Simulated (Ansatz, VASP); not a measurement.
# V in VASP and in Ansatz

```
CELL_PARAMETERS angstrom
-1.51435 1.51435 1.51435
1.51435 -1.51435 1.51435
1.51435 1.51435 -1.51435
ATOMIC_POSITIONS crystal
V 0.00000 0.00000 0.00000
```

Alike in both runs: task relaxation of cell and atoms; functional PBE; k mesh 9 × 9 × 9; occupations fermi-dirac, width 0.05 eV; collinear spin.

```csv
,VASP,Ansatz
version,VASP 6.6.1,Ansatz 0.2.0
potentials or method,"VASP PAW PBE potentials, release 64 (V_sv), cutoff 600 eV","all-electron LAPW, scalar-relativistic"
```

```csv
,VASP,Ansatz,Ansatz less VASP
net moment per atom (μB),0.00,0.00,0.000
relaxed volume (Å³/atom),13.43,13.42,-0.010
relaxed cell length with the largest relative difference (Å),2.594,2.593,-0.0007
```

Ansatz ran all-electron here, and VASP with PAW potentials.

Noted on Ansatz's run: the k mesh is thin for a metal, which can move the energy by tens of meV per atom.
